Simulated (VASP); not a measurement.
# Rh (P6_3/mmc) in VASP: notebook

Rh is run at these levels: BLYP; tasks: single point.

Program: VASP 6.6.1. These are calculated values, not measurements. Logs are shortened: lines on timing, memory, paths and dates and some standing lists are left out, and cuts for length are marked.

### 1 The cell of the first run

It takes space group P6_3/mmc (No. 194, hexagonal). Conventional cell: a = 2.868 Å, b = 2.868 Å, c = 9.354 Å, α = 90.00°, β = 90.00°, γ = 120.00°. Rh (site symmetry -3m) has 12 Rh at 2.87 Å within 3.8 Å. Within 3.8 Å of Rh (site symmetry -6m2) lie 12 Rh at 2.87 Å.

### 2 Single point, BLYP (volume scaled by 1.12)

Input file INCAR:

```
SYSTEM = Rh
  PREC = Accurate
  ENCUT = 520
  EDIFF = 1E-6
  ISMEAR = -1
  SIGMA = 0.1
  LREAL = .FALSE.
  LASPH = .TRUE.
  NELM = 60
  ALGO = Normal
  ISIF = 2
  LWAVE = .FALSE.
  LCHARG = .FALSE.
  GGA = B5
  ALDAX = 1.0
  AGGAX = 1.0
  AGGAC = 1.0
  ALDAC = 0.0
  NBANDS = 38
```

Input file KPOINTS:

```
regular mesh
0
G
  15 15 4
  0 0 0
```

Input file POSCAR:

```
Rh
1.0
    2.8683312879      0.0000000000      0.0000000000
   -1.4341656439      2.4840477618      0.0000000000
    0.0000000000      0.0000000000      9.3539056842
Rh
4
Direct
    0.0000000000      1.0000000000      0.0000000000
    1.0000000000      1.0000000000      0.5000000000
    0.3333333333      0.6666666667      0.2500000000
    0.6666666667      0.3333333333      0.7500000000
```

Potentials or basis: VASP PAW PBE potentials, release 64 (Rh_pv).

Command:

```bash
$ cat potpaw_PBE.64/Rh_pv/POTCAR > POTCAR
$ mpirun -np 1 vasp_std > vasp.out
```

OUTCAR:

```text
SYSTEM = Rh
   PREC = Accurate
   ENCUT = 520
   EDIFF = 1E-6
   ISMEAR = -1
   LREAL = .FALSE.
   LASPH = .TRUE.
   NELM = 60
   ISIF = 2
   GGA = B5

 ion  position               nearest neighbor table
   1  0.000  0.000  0.000-   3 2.87   4 2.87   3 2.87   4 2.87   4 2.87   3 2.87
   2  0.000  0.000  0.500-   3 2.87   4 2.87   3 2.87   4 2.87   4 2.87   3 2.87
   3  0.333  0.667  0.250-   1 2.87   2 2.87   1 2.87   2 2.87   1 2.87   2 2.87
   4  0.667  0.333  0.750-   1 2.87   2 2.87   1 2.87   2 2.87   1 2.87   2 2.87

  LATTYP: Found a hexagonal cell.
 ALAT       =     2.8683312879
 C/A-ratio  =     3.2610966954

  Lattice vectors:

 A1 = (   2.8683312879,   0.0000000000,   0.0000000000)
 A2 = (  -1.4341656439,   2.4840477618,   0.0000000000)
 A3 = (   0.0000000000,   0.0000000000,   9.3539056842)

Analysis of symmetry for initial positions (statically):
=====================================================================
 Subroutine PRICEL returns:
 Original cell was already a primitive cell.

 Routine SETGRP: Setting up the symmetry group for a
 hexagonal supercell.

 Subroutine GETGRP returns: Found 24 space group operations
 (whereof 12 operations were pure point group operations)
 out of a pool of 24 trial point group operations.

The static configuration has the point symmetry D_3d.
 The point group associated with its full space group is D_6h.

Analysis of symmetry for dynamics (positions and initial velocities):
=====================================================================
 Subroutine PRICEL returns:
 Original cell was already a primitive cell.

 Routine SETGRP: Setting up the symmetry group for a
 hexagonal supercell.

 Subroutine GETGRP returns: Found 24 space group operations
 (whereof 12 operations were pure point group operations)
 out of a pool of 24 trial point group operations.

The dynamic configuration has the point symmetry D_3d.
 The point group associated with its full space group is D_6h.

 Subroutine INISYM returns: Found 24 space group operations
 (whereof 12 operations are pure point group operations),
 and found     1 'primitive' translations

----------------------------------------------------------------------------------------

                                     Primitive cell

  volume of cell :      66.6473

  direct lattice vectors                    reciprocal lattice vectors
     2.868331288  0.000000000  0.000000000     0.348634763  0.201284375  0.000000000
    -1.434165644  2.484047762  0.000000000     0.000000000  0.402568749  0.000000000
     0.000000000  0.000000000  9.353905684     0.000000000  0.000000000  0.106907214

  length of vectors
     2.868331288  2.868331288  9.353905684     0.402568749  0.402568749  0.106907214

  position of ions in fractional coordinates (direct lattice)
     0.000000000  0.000000000  0.000000000
     0.000000000  0.000000000  0.500000000
     0.333333333  0.666666667  0.250000000
     0.666666667  0.333333333  0.750000000

  ion indices of the primitive-cell ions
   primitive index   ion index
                 1           1
                 2           2
                 3           3
                 4           4

----------------------------------------------------------------------------------------

 KPOINTS: regular mesh

Automatic generation of k-mesh.
 Grid dimensions read from file:
 generate k-points for:   15   15    4

 Generating k-lattice:

  Cartesian coordinates                     Fractional coordinates (reciprocal lattice)
     0.023242318  0.013418958  0.000000000     0.066666667 -0.000000000  0.000000000
     0.000000000  0.026837917  0.000000000     0.000000000  0.066666667  0.000000000
     0.000000000  0.000000000  0.026726804     0.000000000  0.000000000  0.250000000

  Length of vectors
     0.026837917  0.026837917  0.026726804

  Shift w.r.t. Gamma in fractional coordinates (k-lattice)
     0.000000000  0.000000000  0.000000000

 Subroutine IBZKPT returns following result:
 ===========================================

 Found     81 irreducible k-points:

 Following reciprocal coordinates:
            Coordinates               Weight
  0.000000  0.000000  0.000000      1.000000
  0.066667  0.000000  0.000000      6.000000
  0.133333  0.000000  0.000000      6.000000
  0.200000  0.000000  0.000000      6.000000
  0.266667  0.000000  0.000000      6.000000
  0.333333  0.000000  0.000000      6.000000
[... 16 lines left out ...]
  0.333333  0.200000  0.000000     12.000000
  0.400000  0.200000  0.000000      6.000000
 [... further k-points ...]
   k-points           NKPTS =     81   k-points in BZ     NKDIM =     81   number of bands    NBANDS=     38
   number of dos      NEDOS =    301   number of ions     NIONS =      4
   total plane-waves  NPLWV =  40320
   dimension x,y,z NGX =    24 NGY =   24 NGZ =   70
   dimension x,y,z NGXF=    48 NGYF=   48 NGZF=  140
   ions per type =               4
   NGX,Y,Z   is equivalent  to a cutoff of  13.91, 13.91, 12.44 a.u.
   NGXF,Y,Z  is equivalent  to a cutoff of  27.82, 27.82, 24.88 a.u.
 SYSTEM =  Rh
   PREC   = accura    normal or accurate (medium, high low for compatibility)
   ISTART =      0    job   : 0-new  1-cont  2-samecut
   ICHARG =      2    charge: 1-file 2-atom 10-const
   ISPIN  =      1    spin polarized calculation?
   LNONCOLLINEAR =      F non collinear calculations
   LSORBIT =      F    spin-orbit coupling
   LASPH  =      T    aspherical Exc in radial PAW
   ENCUT  =  520.0 eV  38.22 Ry    6.18 a.u.   5.33  5.33 17.39*2*pi/ulx,y,z
   NELM   =     60;   NELMIN=  2; NELMDL= -5     # of ELM steps
   EDIFF  = 0.1E-05   stopping-criterion for ELM
   LREAL  =      F    real-space projection
   EDIFFG = 0.1E-04   stopping-criterion for IOM
   NSW    =      0    number of steps for IOM
   IBRION =     -1    ionic relax: 0-MD 1-quasi-New 2-CG
   NFREE  =      0    steps in history (QN), initial steepest desc. (CG)
   ISIF   =      2    stress and relaxation
   ISYM   =      2    0-nonsym 1-usesym 2-fastsym
   POTIM  = 0.5000    time-step for ionic-motion
   TEBEG  =    0.0;   TEEND  =   0.0 temperature during run
   PSTRESS=    0.0 pullay stress
   NELECT =      60.0000    total number of electrons
   NUPDOWN=      -1.0000    fix difference up-down
   EMIN   =  10.00;   EMAX   =-10.00  energy-range for DOS
   EFERMI =   0.00;   METHOD = LEGACY
   ISMEAR =    -1;   SIGMA  =   0.10  broadening in eV -4-tet -1-fermi 0-gaus
   EFERMI_NEDOS =   21; number of points for ismear=-14 and -15
   IALGO  =     38    algorithm
   IMIX   =      4    mixing-type and parameters
     AMIX     =   0.40;   BMIX     =  1.00
     AMIX_MAG =   1.60;   BMIX_MAG =  1.00
  volume/ion in A,a.u.               =      16.66       112.44
  Fermi-wavevector in a.u.,A,eV,Ry     =   1.580755  2.987193 33.998043  2.498786
  Thomas-Fermi vector in A             =   2.680934
   LORBIT       =      0    0 simple, 1 ext, 2 COOP (PROOUT), +10 PAW based schemes
   GGA     = B5    functional components
   LHFCALC =     F    Hartree Fock is set to
   AEXX    =    0.0000 exact exchange contribution
   IVDW    =     0    specifies the selected vdW correction
   LEPSILON=     F    determine dielectric tensor
   LRPA    =     F    only Hartree local field effects (RPA)
 non-spin polarized calculation
  energy-cutoff  :      520.00
  volume of cell :       66.65
 maximum number of plane-waves:      1822
 NGX is ok and might be reduce to    24
   NGX = 11   NGY = 11   NGZ = 35

 number of electron      60.0000005 magnetization

 Free energy of the ion-electron system (eV)
  ---------------------------------------------------
  ext. energy  EPLUGINS =         0.00000000
  ---------------------------------------------------
  free energy    TOTEN  =       -24.26024206 eV

  energy without entropy =      -23.98660674  energy(sigma->0) =      -24.12342440

 E-fermi :   9.2172     XC(G=0): -12.2065

 val. band max:        9.2164573206   @ k =   0.1333   0.1333   0.0000
 cond. band min:       9.2172165568   @ k =   0.3333   0.3333   0.2500
 fundamental gap:      0.0007592363
 Fermi energy:         9.2171864718

 k-point     1 :       0.0000    0.0000    0.0000
  band No.  band energies     occupation
      1     -37.0209      2.00000
      2     -36.8354      2.00000
      3     -36.8338      2.00000
      4     -36.6990      2.00000
      5     -36.6990      2.00000
      6     -36.6771      2.00000
[... 30 lines left out ...]
     37      16.1351      0.00000
     38      22.8793      0.00000

 k-point     2 :       0.0667    0.0000    0.0000
  band No.  band energies     occupation
      1     -37.0157      2.00000
      2     -36.8370      2.00000
      3     -36.8351      2.00000
      4     -36.7111      2.00000
      5     -36.7029      2.00000
      6     -36.6865      2.00000
[... 30 lines left out ...]
     37      16.1296      0.00000
     38      22.9753      0.00000

 k-point     3 :       0.1333    0.0000    0.0000
  band No.  band energies     occupation
      1     -37.0006      2.00000
      2     -36.8444      2.00000
      3     -36.8413      2.00000
      4     -36.7446      2.00000
      5     -36.7139      2.00000
      6     -36.7118      2.00000
[... 30 lines left out ...]
     37      16.1249      0.00000
     38      23.2442      0.00000

 k-point     4 :       0.2000    0.0000    0.0000
  band No.  band energies     occupation
      1     -36.9773      2.00000
      2     -36.8653      2.00000
      3     -36.8581      2.00000
      4     -36.7924      2.00000
      5     -36.7531      2.00000
      6     -36.7297      2.00000
[... 30 lines left out ...]
     37      16.1553      0.00000
     38      22.8654      0.00000
[... 703 lines left out ...]
      4     -36.8968      2.00000
      5     -36.8808      2.00000
      6     -36.8242      2.00000
[... 30 lines left out ...]
     37      17.8538      0.00000
     38      17.9650      0.00000

 k-point    23 :       0.3333    0.2000    0.0000
  band No.  band energies     occupation
      1     -36.9782      2.00000
      2     -36.9609      2.00000
      3     -36.9257      2.00000
      4     -36.9105      2.00000
      5     -36.8567      2.00000
      6     -36.8373      2.00000
[... 30 lines left out ...]
     37      17.7284      0.00000
     38      17.7346      0.00000

 k-point    24 :       0.4000    0.2000    0.0000
  band No.  band energies     occupation
      1     -36.9843      2.00000
      2     -36.9658      2.00000
      3     -36.9305      2.00000
      4     -36.9157      2.00000
      5     -36.8458      2.00000
      6     -36.8388      2.00000
[... 30 lines left out ...]
     37      16.9535      0.00000
     38      17.0118      0.00000

 [... further k-points ...]
[... 5 lines left out ...]
  --------------------------------------------------------------------------------------
  -------------------------------------------------------------------------------------
  Total       -7.1686181     -7.1686181     -7.2582290     -0.0000000      0.0000000      0.0000000
  in kB     -172.3311504   -172.3311504   -174.4853673     -0.0000000      0.0000000      0.0000000
  external PRESSURE =    -173.0492227 kB  Pullay stress =       0.0000000 kB

 VOLUME and BASIS-vectors are now :
 -----------------------------------------------------------------------------
  energy-cutoff  :      520.00
  volume of cell :       66.65
      direct lattice vectors                 reciprocal lattice vectors
     2.868331288  0.000000000  0.000000000     0.348634763  0.201284375  0.000000000
    -1.434165644  2.484047762  0.000000000     0.000000000  0.402568749  0.000000000
     0.000000000  0.000000000  9.353905684     0.000000000  0.000000000  0.106907214

 POSITION                                       TOTAL-FORCE (eV/Angst)
 -----------------------------------------------------------------------------------
      0.00000      0.00000      0.00000         0.000000      0.000000     -0.000000
      0.00000      0.00000      4.67695        -0.000000      0.000000     -0.000000
     -0.00000      1.65603      2.33848         0.000000     -0.000000     -0.000000
      1.43417      0.82802      7.01543        -0.000000      0.000000      0.000000
 -----------------------------------------------------------------------------------
    total drift:                               -0.000000      0.000000      0.000000

  FREE ENERGIE OF THE ION-ELECTRON SYSTEM (eV)
  ---------------------------------------------------
  free  energy   TOTEN  =       -24.2602420611 eV

  energy  without entropy=      -23.9866067424  energy(sigma->0) =      -24.12342440
```

Wall time 2.3 min (1 thread of Intel Xeon Platinum 8375C at 2.90GHz (Ice Lake), shared host); peak memory 0.27 GiB.

Results:

| Item | Value |
| --- | --- |
| Free energy | -24.2602 eV |
| Pressure | -17.3 GPa |
| Band gap on the k mesh | zero (band 30 reaches 9.76 eV, above the bottom of band 31 at 8.36 eV) |

Stress tensor (GPa, compression positive):
```
-17.23   0.00   0.00
  0.00 -17.23   0.00
  0.00   0.00 -17.45
```

Levels at points of the mesh, in eV from the Fermi level:
```
           k point  band 28  band 29  band 30  band 31  band 32  band 33
(0.00, 0.00, 0.00)    -1.08    -1.08    -0.63    -0.63    -0.28    -0.28
(0.00, 0.00, 0.50)    -0.85    -0.85    -0.85    -0.52    -0.52     0.05
```

Caveat: the cell differs from its parent crystal (volume scaled by 1.12); the PAW data sets were made with another functional, which shifts forces and pressure a little.

### 3 Single point, BLYP

This run uses another cell than the first one, of 14.88 Å³/atom, 0.893 times its volume.

Input file INCAR:

```
  PREC = Accurate
  ENCUT = 520
  EDIFF = 1E-6
  ISMEAR = -1
  SIGMA = 0.1
  LREAL = F
  LASPH = T
  NELM = 60
  ALGO = Normal
  ISIF = 2
  LWAVE = F
  LCHARG = F
  GGA = B5
  ALDAX = 1.0
  AGGAX = 1.0
  AGGAC = 1.0
  ALDAC = 0.0
  NBANDS = 38
```

Input file KPOINTS:

```
Automatic mesh
0
Gamma
  17 17 5
```

Input file POSCAR:

```
Rh
1.0
    2.7619976370      0.0000000000      0.0000000000
   -1.3809988185      2.3919601189      0.0000000000
    0.0000000000      0.0000000000      9.0071413666
Rh
4
Direct
    0.0000000000      1.0000000000      0.0000000000
    1.0000000000      1.0000000000      0.5000000000
    0.3333333333      0.6666666667      0.2500000000
    0.6666666667      0.3333333333      0.7500000000
```

Potentials or basis: VASP PAW PBE potentials, release 64 (Rh_pv).

Command:

```bash
$ cat potpaw_PBE.64/Rh_pv/POTCAR > POTCAR
$ mpirun -np 1 vasp_std > vasp.out
```

Wall time 2.9 min (1 thread of Intel Xeon Platinum 8375C at 2.90GHz (Ice Lake), shared host); peak memory 0.29 GiB.

Results (log left out):

| Quantity | Value |
| --- | --- |
| Free energy | -24.6821 eV |
| Pressure | 0.5 GPa |
| Band gap on the k mesh | zero (band 30 reaches 11.72 eV, above the bottom of band 31 at 10.05 eV) |

Levels at points of the mesh, in eV from the Fermi level:
```csv
k point,band 28,band 29,band 30,band 31,band 32,band 33
"(0.00, 0.00, 0.00)",-1.30,-1.30,-0.77,-0.77,-0.33,-0.33
```

Caveat: the PAW data sets were made with another functional, which shifts forces and pressure a little.

### 4 Single point, BLYP

This run uses another cell than the first one, of 14.88 Å³/atom, 0.893 times its volume.

Input file INCAR:

```
  AGGAC = 1.0
  AGGAX = 1.0
  ALDAC = 0.0
  ALDAX = 1.0
  ALGO = Normal
  EDIFF = 1E-6
  ENCUT = 520
  GGA = B5
  ISIF = 2
  ISMEAR = -1
  LASPH = True
  LCHARG = False
  LREAL = False
  LWAVE = False
  NBANDS = 38
  NELM = 100
  PREC = Accurate
  SIGMA = 0.1
```

Input file KPOINTS:

```
k-points
0
Gamma
  13 13 4
```

POSCAR is that of step 3.

Command:

```bash
$ cat potpaw_PBE.64/Rh_pv/POTCAR > POTCAR
$ mpirun -np 1 vasp_std > vasp.out
```

Run time: 1.8 min. Hardware: 1 thread of Intel Xeon Platinum 8488C (Sapphire Rapids), shared host; peak memory 0.24 GiB.

Results (log left out):

```
Free energy            : -24.6852 eV
Pressure               : 0.5 GPa
Band gap on the k mesh : zero (band 30 reaches 11.67 eV, above the bottom of band 31 at 10.02 eV)
```

Levels at points of the mesh, in eV from the Fermi level:
| k point | band 26 | band 27 | band 28 | band 29 | band 30 | band 31 | band 32 | band 33 | band 34 | band 35 |
| --- | --- | --- | --- | --- | --- | --- | --- | --- | --- | --- |
| (0.00, 0.00, 0.00) | -2.33 | -2.33 | -1.30 | -1.30 | -0.77 | -0.77 | -0.33 | -0.33 | 0.36 | 0.36 |
| (0.00, 0.00, 0.50) | -2.53 | -1.02 | -1.02 | -1.02 | -1.02 | -0.74 | -0.74 | 0.06 | 0.06 | 0.06 |

Caveat: the PAW data sets were made with another functional, which shifts forces and pressure a little.

### 5 Single point, BLYP (volume scaled by 0.88)

Input file INCAR:

```
  PREC = Accurate
  ENCUT = 520
  EDIFF = 1E-6
  ISMEAR = -1
  SIGMA = 0.1
  LREAL = False
  LASPH = True
  NELM = 100
  ALGO = Normal
  ISIF = 2
  LWAVE = False
  LCHARG = False
  GGA = B5
  ALDAX = 1.0
  AGGAX = 1.0
  AGGAC = 1.0
  ALDAC = 0.0
  NBANDS = 38
```

Input file KPOINTS:

```
regular mesh
0
Gamma
  15 15 4
```

Input file POSCAR:

```
Rh
1.0
    2.6467780646      0.0000000000      0.0000000000
   -1.3233890323      2.2921770422      0.0000000000
    0.0000000000      0.0000000000      8.6313991999
Rh
4
Direct
    0.0000000000      1.0000000000      0.0000000000
    1.0000000000      1.0000000000      0.5000000000
    0.3333333333      0.6666666667      0.2500000000
    0.6666666667      0.3333333333      0.7500000000
```

Command:

```bash
$ cat potpaw_PBE.64/Rh_pv/POTCAR > POTCAR
$ mpirun -np 1 vasp_std > vasp.out
```

Wall time 100 s (1 thread of Intel Xeon Platinum 8488C (Sapphire Rapids), shared host); peak memory 0.24 GiB.

It converged, with:

```yaml
Free_energy: -23.9097 eV
Pressure: 38.6 GPa
Band_gap_on_the_k_mesh: zero (band 30 reaches 14.17 eV, above the bottom of band 31 at 12.12 eV)
```

Stress tensor (GPa, compression positive):
```
38.45  0.00  0.00
 0.00 38.45  0.00
 0.00  0.00 38.88
```

Levels at points of the mesh, in eV from the Fermi level:
| k point | band 28 | band 29 | band 30 | band 31 | band 32 | band 33 |
| --- | --- | --- | --- | --- | --- | --- |
| (0.00, 0.00, 0.00) | -1.58 | -1.58 | -0.94 | -0.94 | -0.39 | -0.39 |
| (0.00, 0.00, 0.50) | -1.25 | -1.25 | -1.25 | -0.97 | -0.97 | 0.08 |

Caveat: the cell differs from its parent crystal (volume scaled by 0.88); the PAW data sets were made with another functional, which shifts forces and pressure a little.

### 6 Summary

```tsv
cell	k mesh	gap on the mesh (eV)	pressure (GPa)
a = 2.868, b = 2.868, c = 9.354 Å, angles 90.0, 90.0, 120.0°, 4 atoms	15 × 15 × 4	none	-17.3
a = 2.762, b = 2.762, c = 9.007 Å, angles 90.0, 90.0, 120.0°, 4 atoms	17 × 17 × 5	none	0.5
a = 2.762, b = 2.762, c = 9.007 Å, angles 90.0, 90.0, 120.0°, 4 atoms	13 × 13 × 4	none	0.5
a = 2.647, b = 2.647, c = 8.631 Å, angles 90.0, 90.0, 120.0°, 4 atoms	15 × 15 × 4	none	38.6
```

Alike in all rows: task single point; level BLYP; potentials or basis VASP PAW PBE potentials, release 64 (Rh_pv); no spin polarisation; cutoff (eV) 520; smearing fermi-dirac 0.1 eV.

Caveats: the PAW data sets were made with another functional, which shifts forces and pressure a little.

Total energies depend on the potentials used, so only differences within one code and one set of settings carry meaning.
